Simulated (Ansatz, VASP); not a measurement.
Two plane-wave programs on Be2CdF6

File INCAR:

```
SYSTEM = Be2CdF6
ALGO     = Normal         ! electronic algorithm
EDIFF    = 1E-7           ! SCF threshold, eV
EDIFFG   = -0.04          ! ionic threshold
ENCUT    = 600            ! plane-wave cutoff, eV
GGA      = PE             ! functional
IBRION   = 2              ! ionic algorithm
ISIF     = 3              ! what is computed and relaxed
ISMEAR   = 0              ! smearing method
LASPH    = .True.         ! aspherical terms in the spheres
LCHARG   = .False.        ! write CHGCAR
LREAL    = .False.        ! projectors in reciprocal space
LWAVE    = .False.        ! write WAVECAR
NELM     = 80             ! most SCF steps
NSW      = 90             ! ionic steps
PREC     = Accurate       ! precision mode
SIGMA    = 0.1            ! smearing width, eV
```

File KPOINTS:

```
k-points
0
Gamma
  4 4 4
  0 0 0
```

File POSCAR:

```
Be2CdF6
1.0
    0.0000000000      4.4046448500      4.4046448500
    4.4046448500      0.0000000000      4.4046448500
    4.4046448500      4.4046448500      0.0000000000
Be Cd F
2 1 6
Direct
    0.7500000000      0.7500000000      0.7500000000
    0.2500000000      0.2500000000      0.2500000000
    0.0000000000      0.0000000000      0.0000000000
    0.5000000000      0.0000000000      0.0000000000
    0.0000000000      0.5000000000      0.5000000000
    0.0000000000      0.5000000000      0.0000000000
    0.5000000000      0.0000000000      0.5000000000
    0.0000000000      0.0000000000      0.5000000000
    0.5000000000      0.5000000000      0.0000000000
```

Input for Ansatz:

```yaml
crystal:
  lattice:
    - [0.0, 4.40464485, 4.40464485]
    - [4.40464485, 0.0, 4.40464485]
    - [4.40464485, 4.40464485, 0.0]
  atoms:
    - { symbol: Be, position: [0.75, 0.75, 0.75] }
    - { symbol: Be, position: [0.25, 0.25, 0.25] }
    - { symbol: Cd, position: [0.0, 0.0, 0.0] }
    - { symbol: F, position: [0.5, 0.0, 0.0] }
    - { symbol: F, position: [0.0, 0.5, 0.5] }
    - { symbol: F, position: [0.0, 0.5, 0.0] }
    - { symbol: F, position: [0.5, 0.0, 0.5] }
    - { symbol: F, position: [0.0, 0.0, 0.5] }
    - { symbol: F, position: [0.5, 0.5, 0.0] }
basis:
  ecutwfc: 420
kpoints:
  mp_grid: { grid: [4, 4, 4] }
hamiltonian:
  xc: pbe
scf:
  occupations: { method: gaussian, width: 0.1 }
  lower_state_search: "off"
output:
  forces: true
  stress: true
  eigenvalues: true
relax:
  adjacent_minimum: "off"
  f_tol: 0.04
  max_steps: 70
  cell: { stress_tol: 0.4 }
```

Change from the starting cell: ordered vacancies on the A sites of perovskite (Fm-3m, No. 225).

Alike in both runs: task relaxation of cell and atoms; functional PBE; k mesh 4 × 4 × 4; occupations gaussian, width 0.1 eV; no spin polarisation.

```csv
,VASP,Ansatz
version,VASP 6.6.1,Ansatz 0.2.0
potentials or method,"VASP PAW PBE potentials, release 64 (Be, Cd, F), cutoff 600 eV","scalar-relativistic, plane waves, PAW"
valence electrons in the cell,58,66
```

```csv
,VASP,Ansatz,Ansatz less VASP
"gap on the k mesh at the Fermi level, each at its own relaxed structure (eV)",3.20,3.26,+0.059
relaxed volume (Å³/atom),9.92,9.86,-0.056
relaxed cell length with the largest relative difference (Å),5.016,5.006,-0.0095
```

VASP's potentials hold 58 valence electrons a cell and Ansatz's 66, so a difference there can come from the potentials and not from the codes.

Noted on VASP's run: the volume moved by over 15 % at a fixed basis, so the end points are rough.
